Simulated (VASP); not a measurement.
**Mo: single point with r2SCAN**

Mo:

```xyz
1
Lattice="-1.5239 1.5239 1.5239 1.5239 -1.5239 1.5239 1.5239 1.5239 -1.5239" Properties=species:S:1:pos:R:3 pbc="T T T"
Mo    0.0000    0.0000    0.0000
```

This cell differs from its parent crystal: strain -0.030 along x and y, -0.030 along z.

| Quantity | Value |
| --- | --- |
| Program | VASP 6.6.1 |
| Task | single point |
| Functional | r2SCAN |
| Potentials or basis | VASP PAW PBE potentials, release 64 (Mo_sv) |
| Cutoff | 520 eV |
| k mesh | 22 × 22 × 22 |
| Occupations | gaussian, width 0.15 eV |
| Spin | no spin polarisation |
| Dipole correction | no |
| Further INCAR settings | ALGO = Normal; EDIFF = 1e-06; NBANDS = 13 |

| Quantity | Value |
| --- | --- |
| Pressure | 34.8 GPa |
| Band gap on the k mesh | zero (band 7 reaches 18.98 eV, above the bottom of band 8 at 12.59 eV) |

Levels at points of the mesh, in eV from the Fermi level:
| k point | band 4 | band 5 | band 6 | band 7 | band 8 | band 9 | band 10 | band 11 |
| --- | --- | --- | --- | --- | --- | --- | --- | --- |
| (0.00, 0.00, 0.00) | -35.47 | -7.96 | -1.65 | -1.65 | -1.65 | 2.06 | 2.06 | 15.60 |
| (0.50, 0.00, 0.00) | -35.49 | -6.26 | -4.12 | 2.04 | 2.12 | 2.90 | 5.68 | 12.68 |
| (0.50, 0.50, 0.50) | -36.85 | -6.53 | -6.53 | 4.74 | 4.74 | 4.74 | 10.33 | 10.33 |

It took 2.2 min on 1 thread of Intel(R) Xeon(R) Platinum 8559C (Emerald Rapids), with other jobs on the host, peak memory 0.17 GiB.

Caveat: the cell differs from its parent crystal (strain -0.030 along x and y, -0.030 along z); the PAW data sets were made with another functional, which shifts forces and pressure a little.
